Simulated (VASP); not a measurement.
# Al (C2/m) in VASP: single point with r2SCAN

Aim: the single point of Al with r2SCAN.

All numbers are computed with VASP 6.6.1; they aren't measurements. Logs are shortened: lines on timing, memory, paths and dates and some standing lists are left out, and cuts for length are marked.

## (1) The cell of the first run

It takes space group C2/m (No. 12, monoclinic). The conventional cell has a = 4.961 Å, b = 2.864 Å, c = 4.640 Å, α = 90.00°, β = 90.00°, γ = 90.00°. Within 2.2 Å of Al (site symmetry m) lie 1 Al at 1.65 Å.

## (2) Single point, r2SCAN (shortest bond scaled by 0.58, partial waves polarizable)

The input, POSCAR:

```
Al
1.0
    2.8642811953      0.0000000000      0.0000000000
   -1.4321405977      2.4805402787      0.0000000000
    0.0000000000      0.0000000000      4.6401355364
Al
2
Direct
    0.1933333333      0.5966666667      0.1450000000
    0.8066666667      0.4033333333      0.8550000000
```

The input, INCAR.step1:

```
SYSTEM = Al
PREC     = Accurate       ! precision mode
ENCUT    = 520            ! plane-wave cutoff, eV
ISMEAR   = -1             ! smearing method
SIGMA    = 0.05           ! smearing width, eV
LREAL    = .FALSE.        ! projectors in reciprocal space
LASPH    = .TRUE.         ! aspherical terms in the spheres
NELM     = 100            ! most SCF steps
NBANDS   = 10             ! bands
GGA      = PE             ! functional
ALGO     = Normal         ! electronic algorithm
EDIFF    = 1E-4           ! SCF threshold, eV
LWAVE    = .TRUE.         ! write WAVECAR
LCHARG   = .FALSE.        ! write CHGCAR
```

The input, INCAR.step2:

```
SYSTEM = Al
PREC     = Accurate       ! precision mode
ENCUT    = 520            ! plane-wave cutoff, eV
EDIFF    = 1E-6           ! SCF threshold, eV
ISMEAR   = -1             ! smearing method
SIGMA    = 0.05           ! smearing width, eV
LREAL    = .FALSE.        ! projectors in reciprocal space
LASPH    = .TRUE.         ! aspherical terms in the spheres
NELM     = 100            ! most SCF steps
ALGO     = Normal         ! electronic algorithm
ISIF     = 2              ! what is computed and relaxed
LWAVE    = .FALSE.        ! write WAVECAR
LCHARG   = .FALSE.        ! write CHGCAR
METAGGA  = R2SCAN         ! meta-GGA
LMIXTAU  = .TRUE.       
NBANDS   = 10             ! bands
ISTART   = 1
```

The input, KPOINTS:

```
regular mesh
0
G
  12 12 7
  0 0 0
```

Potentials or basis: VASP PAW PBE potentials, release 64 (Al).

Run with:

```console
cat potpaw_PBE.64/Al/POTCAR > POTCAR
cp INCAR.step1 INCAR
mpirun -np 1 vasp_std > vasp.out
cp INCAR.step2 INCAR
mpirun -np 1 vasp_std > vasp.out
```

OUTCAR:

```text
SYSTEM = Al
   PREC = Accurate
   ENCUT = 520
   EDIFF = 1E-6
   ISMEAR = -1
   LREAL = .FALSE.
   LASPH = .TRUE.
   NELM = 100
   ISIF = 2
   METAGGA = R2SCAN
   ISTART = 1

 ion  position               nearest neighbor table
   1  0.193  0.597  0.145-   2 1.65   2 2.49   2 2.49   2 3.31   2 3.31
   2  0.807  0.403  0.855-   1 1.65   1 2.49   1 2.49   1 3.31   1 3.31

 -----------------------------------------------------------------------------
|                                                                             |
|           W    W    AA    RRRRR   N    N  II  N    N   GGGG   !!!           |
|           W    W   A  A   R    R  NN   N  II  NN   N  G    G  !!!           |
|           W    W  A    A  R    R  N N  N  II  N N  N  G       !!!           |
|           W WW W  AAAAAA  RRRRR   N  N N  II  N  N N  G  GGG   !            |
|           WW  WW  A    A  R   R   N   NN  II  N   NN  G    G                |
|           W    W  A    A  R    R  N    N  II  N    N   GGGG   !!!           |
|                                                                             |
|     The distance between some ions is very small. Please check the          |
|     nearest-neighbor list in the OUTCAR file.                               |
|     I HOPE YOU KNOW WHAT YOU ARE DOING!                                     |
|                                                                             |
 -----------------------------------------------------------------------------

  LATTYP: Found a hexagonal cell.
 ALAT       =     2.8642811953
 C/A-ratio  =     1.6200000000

  Lattice vectors:

 A1 = (   2.8642811953,   0.0000000000,   0.0000000000)
 A2 = (  -1.4321405977,   2.4805402787,   0.0000000000)
 A3 = (   0.0000000000,   0.0000000000,   4.6401355364)

Analysis of symmetry for initial positions (statically):
=====================================================================
 Subroutine PRICEL returns:
 Original cell was already a primitive cell.

 Routine SETGRP: Setting up the symmetry group for a
 hexagonal supercell.

 Subroutine GETGRP returns: Found  4 space group operations
 (whereof  4 operations were pure point group operations)
 out of a pool of 24 trial point group operations.

The static configuration has the point symmetry C_2h.

Analysis of symmetry for dynamics (positions and initial velocities):
=====================================================================
 Subroutine PRICEL returns:
 Original cell was already a primitive cell.

 Routine SETGRP: Setting up the symmetry group for a
 hexagonal supercell.

 Subroutine GETGRP returns: Found  4 space group operations
 (whereof  4 operations were pure point group operations)
 out of a pool of 24 trial point group operations.

The dynamic configuration has the point symmetry C_2h.

 Subroutine INISYM returns: Found  4 space group operations
 (whereof  4 operations are pure point group operations),
 and found     1 'primitive' translations

----------------------------------------------------------------------------------------

                                     Primitive cell

  volume of cell :      32.9680

  direct lattice vectors                    reciprocal lattice vectors
     2.864281195  0.000000000  0.000000000     0.349127733  0.201568991  0.000000000
    -1.432140598  2.480540279  0.000000000     0.000000000  0.403137981  0.000000000
     0.000000000  0.000000000  4.640135536     0.000000000  0.000000000  0.215510946

  length of vectors
     2.864281195  2.864281195  4.640135536     0.403137981  0.403137981  0.215510946

  position of ions in fractional coordinates (direct lattice)
     0.193333333  0.596666667  0.145000000
     0.806666667  0.403333333  0.855000000

  ion indices of the primitive-cell ions
   primitive index   ion index
                 1           1
                 2           2

----------------------------------------------------------------------------------------

 KPOINTS: regular mesh

Automatic generation of k-mesh.
 Grid dimensions read from file:
 generate k-points for:   12   12    7

 Generating k-lattice:

  Cartesian coordinates                     Fractional coordinates (reciprocal lattice)
     0.029093978  0.016797416  0.000000000     0.083333333  0.000000000  0.000000000
     0.000000000  0.033594832  0.000000000     0.000000000  0.083333333  0.000000000
     0.000000000  0.000000000  0.030787278     0.000000000  0.000000000  0.142857143

  Length of vectors
     0.033594832  0.033594832  0.030787278

  Shift w.r.t. Gamma in fractional coordinates (k-lattice)
     0.000000000  0.000000000  0.000000000

 Subroutine IBZKPT returns following result:
 ===========================================

 Found    277 irreducible k-points:

 Following reciprocal coordinates:
            Coordinates               Weight
  0.000000  0.000000  0.000000      1.000000
  0.083333  0.000000  0.000000      2.000000
  0.000000  0.083333  0.000000      4.000000
  0.166667  0.000000  0.000000      2.000000
  0.000000  0.166667  0.000000      4.000000
  0.250000  0.000000  0.000000      2.000000
[... 16 lines left out ...]
 -0.083333  0.416667  0.000000      4.000000
 -0.416667  0.333333  0.000000      4.000000
 [... further k-points ...]
   k-points           NKPTS =    277   k-points in BZ     NKDIM =    277   number of bands    NBANDS=     10
   number of dos      NEDOS =    301   number of ions     NIONS =      2
   total plane-waves  NPLWV =  20736
   dimension x,y,z NGX =    24 NGY =   24 NGZ =   36
   dimension x,y,z NGXF=    48 NGYF=   48 NGZF=   72
   ions per type =               2
   NGX,Y,Z   is equivalent  to a cutoff of  13.93, 13.93, 12.90 a.u.
   NGXF,Y,Z  is equivalent  to a cutoff of  27.86, 27.86, 25.80 a.u.
 SYSTEM =  Al
   PREC   = accura    normal or accurate (medium, high low for compatibility)
   ISTART =      1    job   : 0-new  1-cont  2-samecut
   ICHARG =      0    charge: 1-file 2-atom 10-const
   ISPIN  =      1    spin polarized calculation?
   LNONCOLLINEAR =      F non collinear calculations
   LSORBIT =      F    spin-orbit coupling
   LASPH  =      T    aspherical Exc in radial PAW
   ENCUT  =  520.0 eV  38.22 Ry    6.18 a.u.   5.33  5.33  8.63*2*pi/ulx,y,z
   NELM   =    100;   NELMIN=  2; NELMDL=  0     # of ELM steps
   EDIFF  = 0.1E-05   stopping-criterion for ELM
   LREAL  =      F    real-space projection
   EDIFFG = 0.1E-04   stopping-criterion for IOM
   NSW    =      0    number of steps for IOM
   IBRION =     -1    ionic relax: 0-MD 1-quasi-New 2-CG
   NFREE  =      0    steps in history (QN), initial steepest desc. (CG)
   ISIF   =      2    stress and relaxation
   ISYM   =      2    0-nonsym 1-usesym 2-fastsym
   POTIM  = 0.5000    time-step for ionic-motion
   TEBEG  =    0.0;   TEEND  =   0.0 temperature during run
   PSTRESS=    0.0 pullay stress
   NELECT =       6.0000    total number of electrons
   NUPDOWN=      -1.0000    fix difference up-down
   EMIN   =  10.00;   EMAX   =-10.00  energy-range for DOS
   EFERMI =   0.00;   METHOD = LEGACY
   ISMEAR =    -1;   SIGMA  =   0.05  broadening in eV -4-tet -1-fermi 0-gaus
   EFERMI_NEDOS =   21; number of points for ismear=-14 and -15
   IALGO  =     38    algorithm
   IMIX   =      4    mixing-type and parameters
     AMIX     =   0.40;   BMIX     =  1.00
     AMIX_MAG =   1.60;   BMIX_MAG =  1.00
  volume/ion in A,a.u.               =      16.48       111.24
  Fermi-wavevector in a.u.,A,eV,Ry     =   0.927743  1.753180 11.710632  0.860707
  Thomas-Fermi vector in A             =   2.053845
   LORBIT       =      0    0 simple, 1 ext, 2 COOP (PROOUT), +10 PAW based schemes
   METAGGA = R2SCAN    functional components
   LHFCALC =     F    Hartree Fock is set to
   AEXX    =    0.0000 exact exchange contribution
   IVDW    =     0    specifies the selected vdW correction
   LEPSILON=     F    determine dielectric tensor
   LRPA    =     F    only Hartree local field effects (RPA)
 non-spin polarized calculation
  energy-cutoff  :      520.00
  volume of cell :       32.97
 maximum number of plane-waves:       905
 NGX is ok and might be reduce to    24
   NGX = 11   NGY = 11   NGZ = 17

 number of electron       6.0000000 magnetization

 Free energy of the ion-electron system (eV)
  ---------------------------------------------------
  ext. energy  EPLUGINS =         0.00000000
  ---------------------------------------------------
  free energy    TOTEN  =        -5.55827756 eV

  energy without entropy =       -5.55162678  energy(sigma->0) =       -5.55495217

 E-fermi :   7.7568     XC(G=0): -10.5237

 val. band max:        7.7509394038   @ k =   0.4167   0.1667   0.2857
 cond. band min:       7.7861036608   @ k =  -0.4167  -0.3333   0.2857
 fundamental gap:      0.0351642570
 Fermi energy:         7.7567880673

 k-point     1 :       0.0000    0.0000    0.0000
  band No.  band energies     occupation
      1      -5.0111      2.00000
      2       3.1539      2.00000
      3       4.6170      2.00000
      4      16.0176      0.00000
      5      16.9981      0.00000
      6      17.0189      0.00000
      7      17.0310      0.00000
      8      19.5462      0.00000
      9      19.5921      0.00000
     10      24.0466      0.00000

 k-point     2 :       0.0833    0.0000    0.0000
  band No.  band energies     occupation
      1      -4.8372      2.00000
      2       3.3157      2.00000
      3       4.7827      2.00000
      4      14.3121      0.00000
      5      14.9224      0.00000
      6      17.4231      0.00000
      7      18.3349      0.00000
      8      19.2689      0.00000
      9      21.7713      0.00000
     10      23.3947      0.00000

 k-point     3 :       0.0000    0.0833    0.0000
  band No.  band energies     occupation
      1      -4.8375      2.00000
      2       3.3196      2.00000
      3       4.7822      2.00000
      4      14.0527      0.00000
      5      15.8670      0.00000
      6      15.9727      0.00000
      7      18.7312      0.00000
      8      20.0125      0.00000
      9      21.4432      0.00000
     10      23.0340      0.00000

 k-point     4 :       0.1667    0.0000    0.0000
  band No.  band energies     occupation
      1      -4.3175      2.00000
      2       3.7881      2.00000
      3       5.2789      2.00000
      4      11.3797      0.00000
      5      13.7160      0.00000
      6      15.9925      0.00000
      7      19.6810      0.00000
      8      20.1144      0.00000
      9      20.7152      0.00000
     10      21.6985      0.00000
[... 222 lines left out ...]
 k-point    22 :       0.3333    0.0833    0.0000
  band No.  band energies     occupation
      1      -1.4333      2.00000
      2       4.1231      2.00000
      3       7.2004      1.99997
      4       8.0447      0.00629
      5      10.1027      0.00000
      6      13.0636      0.00000
      7      14.1500      0.00000
      8      16.2853      0.00000
      9      18.5929      0.00000
     10      20.3977      0.00000

 k-point    23 :      -0.0833    0.4167    0.0000
  band No.  band energies     occupation
      1      -1.4292      2.00000
      2       4.3228      2.00000
      3       6.7957      2.00000
      4       8.0532      0.00531
      5       9.8612      0.00000
      6      13.2453      0.00000
      7      14.1900      0.00000
      8      15.8894      0.00000
      9      19.1100      0.00000
     10      20.5359      0.00000

 k-point    24 :      -0.4167    0.3333    0.0000
  band No.  band energies     occupation
      1      -1.4310      2.00000
      2       4.3428      2.00000
      3       6.6547      2.00000
      4       8.0545      0.00518
      5      10.3995      0.00000
      6      12.6906      0.00000
      7      14.1359      0.00000
      8      16.1220      0.00000
      9      19.1095      0.00000
     10      20.4352      0.00000

 [... further k-points ...]
[... 5 lines left out ...]
  --------------------------------------------------------------------------------------
  -------------------------------------------------------------------------------------
  Total        9.7085586      3.6792815     25.2201193      5.2215072      8.4321261     14.6048656
  in kB      471.8160814    178.8055526   1225.6461858    253.7545616    409.7840730    709.7665785
  external PRESSURE =     625.4226066 kB  Pullay stress =       0.0000000 kB

 VOLUME and BASIS-vectors are now :
 -----------------------------------------------------------------------------
  energy-cutoff  :      520.00
  volume of cell :       32.97
      direct lattice vectors                 reciprocal lattice vectors
     2.864281195  0.000000000  0.000000000     0.349127733  0.201568991  0.000000000
    -1.432140598  2.480540279  0.000000000     0.000000000  0.403137981  0.000000000
     0.000000000  0.000000000  4.640135536     0.000000000  0.000000000  0.215510946

 POSITION                                       TOTAL-FORCE (eV/Angst)
 -----------------------------------------------------------------------------------
     -0.30075      1.48006      0.67282        10.790552      6.229928     20.339072
      1.73289      1.00048      3.96732       -10.790552     -6.229928    -20.339072
 -----------------------------------------------------------------------------------
    total drift:                               -0.000000     -0.000000     -0.000000

  FREE ENERGIE OF THE ION-ELECTRON SYSTEM (eV)
  ---------------------------------------------------
  free  energy   TOTEN  =        -5.5582775637 eV

  energy  without entropy=       -5.5516267782  energy(sigma->0) =       -5.55495217
```

Wall time 2.3 min (1 thread of Intel Xeon 6975P-C (Granite Rapids), shared host); peak memory 0.2 GiB.

What came out:

```
Free energy            : -5.5583 eV
Pressure               : 62.5 GPa
Largest force          : 23.852 eV/Å
Band gap on the k mesh : zero (band 3 reaches 10.83 eV, above the bottom of band 4 at 6.01 eV)
```

Forces in eV/Å, atoms in the order of the input:
```
Al   10.791   6.230  20.339
Al  -10.791  -6.230 -20.339
```

Levels at points of the mesh, in eV from the Fermi level:
```csv
k point,band 1,band 2,band 3,band 4,band 5,band 6
"(0.00, 0.00, 0.00)",-12.77,-4.60,-3.14,8.26,9.24,9.26
"(0.50, 0.00, 0.00)",-6.81,-6.67,1.09,1.80,2.70,3.56
"(0.00, 0.50, 0.00)",-6.83,-6.59,1.01,1.29,2.32,3.57
```

Caveat: the cell differs from its parent crystal (shortest bond scaled by 0.58, partial waves polarizable); the PAW data sets were made with another functional, which shifts forces and pressure a little.
